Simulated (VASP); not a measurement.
A run of VASP 6.6.1:

Contents of INCAR:

```
SYSTEM = Mo4C
ALGO     = Fast           ! electronic algorithm
DIPOL    = 0.5 0.5 0.345
EDIFF    = 1E-7           ! SCF threshold, eV
EDIFFG   = -0.025         ! ionic threshold
ENCUT    = 520            ! plane-wave cutoff, eV
GGA      = PS             ! functional
IBRION   = 2              ! ionic algorithm
IDIPOL   = 3            
ISIF     = 2              ! what is computed and relaxed
ISMEAR   = 0              ! smearing method
LASPH    = .True.         ! aspherical terms in the spheres
LCHARG   = .False.        ! write CHGCAR
LDIPOL   = .True.       
LREAL    = .False.        ! projectors in reciprocal space
LWAVE    = .False.        ! write WAVECAR
NELM     = 80             ! most SCF steps
NSW      = 36             ! ionic steps
PREC     = Accurate       ! precision mode
SIGMA    = 0.1            ! smearing width, eV
```

Contents of KPOINTS:

```
k-points
0
Gamma
  9 9 1
  0 0 0
```

The input POSCAR:

```
Mo4C
1.0
    3.1294301618      0.0000000000      0.0000000000
    0.0000000000      3.1294301618      0.0000000000
    0.0000000000      0.0000000000     20.0433475010
Mo C
4 1
Selective dynamics
Direct
    0.5000000000      0.5000000000      0.1995674625  F F F
    0.0000000000      0.0000000000      0.2776340170  F F F
    0.5000000000      0.5000000000      0.3579998479  F F F
    0.0000000000      0.0000000000      0.4262435454  F F F
    0.3750000000      0.5000000000      0.4621656887  F F T
```

Potentials or basis: VASP PAW PBE potentials, release 64 (Mo_sv, C).

Launch:

```console
$ cat potpaw_PBE.64/Mo_sv/POTCAR potpaw_PBE.64/C/POTCAR > POTCAR
$ mpirun -np 1 vasp_std > vasp.out
```

Hardware: 1 thread of Oxide Virtual Turin-like Processor, on a shared host.

**Question.** How long does it take, and how much memory?

**Answer.** It took 18 min on 1 thread of Oxide Virtual Turin-like Processor (shared host), peak memory 0.33 GiB. Counts: scf iterations 70, k points 25, ion steps 3.
